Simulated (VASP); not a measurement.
## ZnS: single point with r2SCAN

Crystal: ZnS.

```xyz
2
Lattice="0.0000 2.7046 2.7046 2.7723 0.0000 2.7046 2.7723 2.7046 0.0000" Properties=species:S:1:pos:R:3 pbc="T T T"
Zn    0.0000    0.0000    0.0000
S     4.1584    4.0570    4.0570
```

This cell differs from its parent crystal: strain +0.0250 x Voigt [1, 0, 0, 0, 0, 0].

```json
{
  "Program": "VASP 6.6.1",
  "Task": "single point",
  "Functional": "r2SCAN",
  "Potentials or basis": "VASP PAW PBE potentials, release 64 (Zn, S)",
  "Cutoff": "520 eV",
  "k mesh": "8 × 8 × 8",
  "Occupations": "gaussian, width 0.05 eV",
  "Spin": "no spin polarisation"
}
```

```json
{
  "Pressure": "-2.6 GPa",
  "Band gap on the k mesh": "2.51 eV"
}
```

Stress tensor (GPa, compression positive):
```
-3.34  0.00  0.00
 0.00 -2.20  0.00
 0.00  0.00 -2.20
```

Levels at points of the mesh, in eV from the valence-band top:
```
           k point  band 7  band 8  band 9  band 10  band 11  band 12
(0.00, 0.00, 0.00)   -0.09    0.00    0.00     2.51     6.89     6.89
(0.50, 0.00, 0.00)   -5.23   -0.95   -0.81     3.72     7.29     7.49
(0.50, 0.50, 0.00)   -4.48   -2.28   -2.22     3.72     4.37    11.61
(0.00, 0.50, 0.50)   -4.63   -2.12   -2.12     3.85     4.62    11.33
```

It took 3.7 min on 1 thread of Intel Xeon 8259CL, on a shared host, peak memory 0.19 GiB.

Caveat: the cell differs from its parent crystal (strain +0.0250 x Voigt [1, 0, 0, 0, 0, 0]); the PAW data sets were made with another functional, which shifts forces and pressure a little.
